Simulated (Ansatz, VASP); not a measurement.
# AlGa3Sb4: VASP beside Ansatz

```
Al Ga Sb
1.0
     4.39828    0.00000    0.00000
     0.00000    4.39828    0.00000
     0.00000    0.00000   12.42136
Al Ga Sb
1 3 4
Direct
  0.00000 0.00000 0.50000
  0.00000 0.00000 0.00000
  0.50000 0.50000 0.24957
  0.50000 0.50000 0.75043
  0.50000 0.00000 0.12481
  0.00000 0.50000 0.37479
  0.50000 0.00000 0.62521
  0.00000 0.50000 0.87519
```

Alike in both runs: functional PBE; k mesh 8 × 8 × 4; occupations gaussian, width 0.1 eV; no spin polarisation.

Ansatz relaxed the structure, and its values are those at the end. VASP's run is a single point on that final structure, the one shown.

|  | VASP | Ansatz |
| --- | --- | --- |
| version | VASP 6.6.1 | Ansatz 0.2.0 |
| potentials or method | VASP PAW PBE potentials, release 64 (Al, Ga_d, Sb), cutoff 500 eV | scalar-relativistic, plane waves, PAW |
| valence electrons in the cell | 62 | 102 |

Ansatz gave:

- gap on the k mesh at the Fermi level (eV): none
- pressure (GPa): 0.0
- rms of the force components (eV/Å): 0.000

Estimate VASP's values.

gap on the k mesh at the Fermi level (eV): none; pressure (GPa): 0.1; rms of the force components (eV/Å): 0.003.

A gap of «none» marks a metal or a gap that the smearing closes. VASP's potentials hold 62 valence electrons a cell and Ansatz's 102, so a difference there can come from the potentials and not from the codes.

Neither program's run includes spin-orbit coupling.
